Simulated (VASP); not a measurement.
The system is Be2Ge.

```xyz
3
Lattice="0.0000 2.6783 2.6783 2.6783 0.0000 2.6783 2.6783 2.6783 0.0000" Properties=species:S:1:pos:R:3 pbc="T T T"
Ge    0.0000    0.0000    0.0000
Be    1.3392    1.3392    1.3392
Be    4.0175    4.0175    4.0175
```

Base run:

- Program: VASP 6.6.1
- Functional: r2SCAN
- Potentials or basis: VASP PAW PBE potentials, release 64 (Ge_d, Be)
- Cutoff: 520 eV
- k mesh: 6 × 6 × 6
- Occupations: fermi-dirac, width 0.02 eV
- Spin: no spin polarisation

Its results: band gap on the k mesh zero (band 9 reaches 7.11 eV, above the bottom of band 10 at 6.61 eV); pressure 0.1 GPa.

Task: The run is repeated on the same cell with these changes: functional from r2SCAN to PBE. What comes out?

Result: Band gap on the k mesh zero (band 9 reaches 7.12 eV, above the bottom of band 10 at 6.52 eV); pressure 0.8 GPa.

Caveats: the PAW data sets were made with another functional, which shifts forces and pressure a little (some runs).
